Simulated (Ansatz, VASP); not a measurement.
**Two plane-wave programs on TiAl**

```
Ti Al
1.0
     2.76893    0.00000    0.00000
     0.00000    2.76893    0.00000
     0.00000    0.00000    3.99114
Ti Al
1 1
Direct
  0.50000 0.50000 0.50000
  0.00000 0.00000 0.00000
```

Alike in both runs: functional LDA; k mesh 12 × 12 × 8; occupations gaussian, width 0.1 eV; no spin polarisation.

Ansatz relaxed the structure, and its values are those at the end. VASP's run is a single point on that final structure, the one shown.

|  | VASP | Ansatz |
| --- | --- | --- |
| version | VASP 6.6.1 | Ansatz 0.2.0 |
| potentials or method | VASP PAW LDA potentials, release 64 (Ti_sv, Al), cutoff 520 eV | scalar-relativistic, plane waves, PAW |
| valence electrons in the cell | 15 | 15 |

|  | VASP | Ansatz | Ansatz less VASP |
| --- | --- | --- | --- |
| gap on the k mesh at the Fermi level (eV) | none | none | - |
| pressure (GPa) | 0.2 | 0.0 | -0.16 |

Ansatz warns that its potentials were made for another functional, while VASP's fit it. LDA's correlation is that of Perdew and Zunger in VASP and of Perdew and Wang (1992) in Ansatz. A gap of «none» marks a metal or a gap that the smearing closes.
